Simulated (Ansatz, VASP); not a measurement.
## Rb in VASP and in Ansatz

```
CELL_PARAMETERS angstrom
5.23327 0.00000 0.00000
-2.61663 4.53214 0.00000
0.00000 0.00000 8.62424
ATOMIC_POSITIONS crystal
Rb 0.33333 0.66667 0.25000
Rb 0.66667 0.33333 0.75000
```

Alike in both runs: task single point; functional PBE; k mesh 12 × 12 × 7; occupations fermi-dirac, width 0.1 eV; no spin polarisation.

|  | VASP | Ansatz |
| --- | --- | --- |
| version | VASP 6.6.1 | Ansatz 0.2.0 |
| potentials or method | VASP PAW PBE potentials, release 64 (Rb_sv), cutoff 520 eV | plane waves (420 eV) with PAW, scalar-relativistic |
| valence electrons in the cell | 18 | 18 |

|  | VASP | Ansatz | Ansatz less VASP |
| --- | --- | --- | --- |
| pressure (GPa) | -0.2 | -0.2 | 0.00 |

The functional is the same, so the differences come from potentials, cutoffs and numerics.
